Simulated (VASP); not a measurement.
## BaTiO3: single point with PBE+U

Crystal: BaTiO3.

```
CELL_PARAMETERS angstrom
4.01488 0.00000 0.00000
0.00000 4.01488 0.00000
0.00000 0.00000 4.16536
ATOMIC_POSITIONS crystal
Ba 0.50000 0.50000 0.58782
Ti 0.00000 0.00000 0.10256
O 0.00000 0.50000 0.06212
O 0.50000 0.00000 0.06212
O 0.00000 0.00000 0.54538
```

```
Program                : VASP 6.6.1
Task                   : single point
Functional             : PBE
Potentials or basis    : VASP PAW PBE potentials, release 64 (Ba_sv, Ti_sv, O)
Cutoff                 : 520 eV
k mesh                 : 8 × 8 × 8
Occupations            : gaussian, width 0.02 eV
Spin                   : no spin polarisation
Hubbard terms          : Ti d U = 4.0 eV
Dipole correction      : no
Further INCAR settings : ALGO = Normal; EDIFF = 1e-07; NBANDS = 28
```

```
Pressure               : 2.4 GPa
Largest force          : 0.611 eV/Å
Band gap on the k mesh : 2.23 eV, indirect (least direct gap 2.75 eV)
```

Forces in eV/Å, atoms in the order of the input:
```
Ba   0.000  0.000 -0.049
Ti   0.000  0.000 -0.599
O    0.000  0.000  0.018
O    0.000  0.000  0.018
O    0.000  0.000  0.611
```

Stress tensor (GPa, compression positive):
```
2.16 0.00 0.00
0.00 2.16 0.00
0.00 0.00 2.83
```

Levels at points of the mesh, in eV from the valence-band top:
```
           k point  band 16  band 17  band 18  band 19  band 20  band 21  band 22  band 23  band 24  band 25
(0.00, 0.00, 0.00)    -1.48    -1.24    -0.74    -0.51    -0.51     2.23     2.60     2.60     3.93     4.00
(0.50, 0.00, 0.00)    -1.95    -1.82    -1.66    -1.37    -1.20     2.72     3.80     3.84     3.92     5.41
(0.50, 0.50, 0.00)    -2.78    -2.07    -1.10    -1.10    -0.07     3.88     3.88     4.09     4.29     7.33
(0.00, 0.00, 0.50)    -1.97    -1.97    -1.94    -0.79    -0.79     2.39     3.77     3.77     3.92     5.63
(0.50, 0.00, 0.50)    -2.51    -1.96    -1.11    -1.05    -0.39     3.79     3.85     4.11     4.63     6.99
(0.50, 0.50, 0.50)    -2.48    -2.48    -0.32    -0.32     0.00     4.33     4.33     4.45     5.97     6.32
```

Eigenvalues of the final occupation matrices:
```
    site  spin  trace               eigenvalues
site 2 d     1   0.80  0.10 0.11 0.11 0.23 0.25
site 2 d     2   0.80  0.10 0.11 0.11 0.23 0.25
```

Run time: 65 s on 1 thread of Intel(R) Xeon(R) 6975P-C (Granite Rapids) (shared host), peak memory 0.27 GiB.

Caveat: spin-orbit coupling is left out, which moves the levels of the heavy elements. A k mesh can miss the band edges.
